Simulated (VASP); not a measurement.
Rh: single point with LDA

The system is Rh.

```xyz
4
Lattice="2.6413 0.0000 0.0000 -1.3207 2.2874 0.0000 0.0000 0.0000 8.6108" Properties=species:S:1:pos:R:3 pbc="T T T"
Rh    0.0000    0.0000    0.0000
Rh    0.0000    1.5250    2.1527
Rh    0.0000    0.0000    4.3054
Rh    1.3207    0.7625    6.4581
```

This isn't the form of Rh at room conditions, which is fcc.

```yaml
Program: VASP 6.6.1
Task: single point
Functional: LDA
Potentials_or_basis: VASP PAW LDA potentials, release 64 (Rh_pv)
Cutoff: 520 eV
k_mesh: 18 × 18 × 6
Occupations: fermi-dirac, width 0.15 eV
Spin: no spin polarisation
Dipole_correction: no
Further_INCAR_settings: ALGO = Fast; EDIFF = 1e-07; NBANDS = 38
```

The pressure is 8.0 GPa and the band gap on the k mesh is zero (bands 30 and 31 overlap by 2.21 eV).

Levels at points of the mesh, in eV from the Fermi level:
```
           k point  band 28  band 29  band 30  band 31  band 32  band 33
(0.00, 0.00, 0.00)    -1.58    -1.58    -0.93    -0.93    -0.37    -0.37
(0.50, 0.00, 0.00)     0.68     0.75     0.93     0.94     0.98     1.18
(0.00, 0.00, 0.50)    -1.26    -1.24    -1.24    -1.24    -1.24     0.10
(0.50, 0.00, 0.50)    -0.11     0.66     0.66     0.90     0.90     3.02
```

It took 5 min on 1 thread of AMD EPYC 7R13, on a shared host, peak memory 0.27 GiB.

Caveat: the cell stands under pressure.
